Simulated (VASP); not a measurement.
Here is a VASP 6.6.1 calculation.

INCAR

```
ALGO     = Normal         # electronic algorithm
EDIFF    = 1E-7           # SCF threshold, eV
ENCUT    = 520            # plane-wave cutoff, eV
GGA      = PS             # functional
ISIF     = 2              # what is computed and relaxed
ISMEAR   = -1             # smearing method
LASPH    = T              # aspherical terms in the spheres
LCHARG   = T              # write CHGCAR
LELF     = T              # ELF
LREAL    = F              # projectors in reciprocal space
LVHAR    = T            
LWAVE    = F              # write WAVECAR
NBANDS   = 12             # bands
NELM     = 80             # most SCF steps
PREC     = Accurate       # precision mode
SIGMA    = 0.1            # smearing width, eV
```

KPOINTS

```
k-points
0
Gamma
  15 15 15
```

POSCAR

```
Ti
1.0
   -1.6688862929      1.6688862929      1.6688862929
    1.6688862929     -1.6688862929      1.6688862929
    1.6688862929      1.6688862929     -1.6688862929
Ti
1
Direct
    0.0000000000      0.0000000000      0.0000000000
```

Potentials or basis: VASP PAW PBE potentials, release 64 (Ti_sv).

Run with:

```console
$ cat potpaw_PBE.64/Ti_sv/POTCAR > POTCAR
$ mpirun -np 1 vasp_std > vasp.out
```

Predict the pressure.

-10.6 GPa.

Predict the band gap on the k mesh.

zero (band 6 reaches 8.20 eV, above the bottom of band 7 at 6.67 eV).

Caveat: the PAW data sets were made with another functional, which shifts forces and pressure a little.
